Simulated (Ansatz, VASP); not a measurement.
**NaH in VASP and in Ansatz**

POSCAR

```
NaH
1.0
   -0.3595547457      2.3970316378      2.2711874768
    2.3970316378     -0.3595547457      2.2711874768
    2.0374768921      2.0374768921      0.0000000000
Na H
1 1
Direct
    0.0000000000      0.0000000000      0.0000000000
    0.5000000000      0.5000000000      0.5000000000
```

INCAR.step1

```
  PREC = Accurate
  ENCUT = 520
  ISMEAR = -1
  SIGMA = 0.2
  LREAL = False
  LASPH = True
  NELM = 100
  NBANDS = 11
  GGA = PE
  ALGO = Normal
  EDIFF = 1E-4
  LWAVE = True
  LCHARG = False
```

The input INCAR.step2:

```
  PREC = Accurate
  ENCUT = 520
  EDIFF = 1E-7
  ISMEAR = -1
  SIGMA = 0.2
  LREAL = False
  LASPH = True
  NELM = 100
  ALGO = Normal
  ISIF = 2
  LWAVE = False
  LCHARG = False
  METAGGA = R2SCAN
  LMIXTAU = True
  NBANDS = 11
  ISTART = 1
```

KPOINTS

```
regular mesh
0
Gamma
  8 8 8
```

Input for Ansatz:

```yaml
crystal:
  lattice:
    - [-0.3595547457, 2.3970316378, 2.2711874768]
    - [2.3970316378, -0.3595547457, 2.2711874768]
    - [2.0374768921, 2.0374768921, 0.0]
  atoms:
    - { symbol: Na, position: [0.0, 0.0, 0.0] }
    - { symbol: H, position: [0.5, 0.5, 0.5] }
basis:
  ecutwfc: 520.0
kpoints:
  mp_grid: { grid: [8, 8, 8] }
hamiltonian:
  xc: r2scan
scf:
  occupations: { method: fermi_dirac, width: 0.2 }
output:
  forces: true
  stress: true
  eigenvalues: true
```

Change from the starting cell: engineering shear strain xy -0.3000, normal strain along z -0.0525.

Alike in both runs: task single point; functional r2SCAN; k mesh 8 × 8 × 8; occupations fermi-dirac, width 0.2 eV; no spin polarisation.

```csv
,VASP,Ansatz
version,VASP 6.6.1,Ansatz 0.2.0
potentials or method,"VASP PAW PBE potentials, release 64 (Na_pv, H), cutoff 520 eV","scalar-relativistic, plane waves, PAW"
valence electrons in the cell,8,10
```

VASP gave:

- gap on the k mesh at the Fermi level (eV): 3.32
- least direct gap on the mesh (eV): 5.17
- pressure (GPa): 1.8
- traceless stress, the component that is largest in VASP (GPa): 7.54

Task: What did Ansatz give for the same quantities?

Result: gap on the k mesh at the Fermi level (eV): 3.30; least direct gap on the mesh (eV): 5.17; pressure (GPa): 2.0; traceless stress, the component that is largest in VASP (GPa): 7.59.

VASP's potentials were made for PBE, not for r2SCAN. The functional is the same, so the differences come from potentials, cutoffs and numerics. VASP's potentials hold 8 valence electrons a cell and Ansatz's 10, so a difference there can come from the potentials and not from the codes.
